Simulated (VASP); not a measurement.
A run of VASP 6.6.1 is set up as follows.

INCAR

```
PREC = Accurate
ENCUT = 500
EDIFF = 1E-6
ISMEAR = -1
SIGMA = 0.1
LREAL = F
LASPH = T
NELM = 120
ALGO = Normal
ISIF = 2
LWAVE = F
LCHARG = F
NBANDS = 26
GGA_COMPAT = F
```

KPOINTS

```
regular mesh
0
Gamma
  13 13 4
```

File POSCAR:

```
Ir
1.0
    2.6969985477      0.0000000000      0.0000000000
   -1.3484992739      2.3356692563      0.0000000000
    0.0000000000      0.0000000000      8.8111811327
Ir
4
Direct
    1.0000000000      1.0000000000      1.0000000000
    1.0000000000      1.0000000000      0.5000000000
    0.3333333333      0.6666666667      0.2500000000
    0.6666666667      0.3333333333      0.7500000000
```

Potentials or basis: VASP PAW LDA potentials, release 64 (Ir).

Launch:

```sh
$ cat potpaw_LDA.64/Ir/POTCAR > POTCAR
$ mpirun -np 1 vasp_std > vasp.out
```

Q: Predict the pressure.

A: 2.6 GPa.

Q: What does it give for the band gap on the k mesh?

A: Zero (bands 18 and 19 overlap by 2.62 eV).

Caveat: spin-orbit coupling is left out, which moves the levels of the heavy elements.
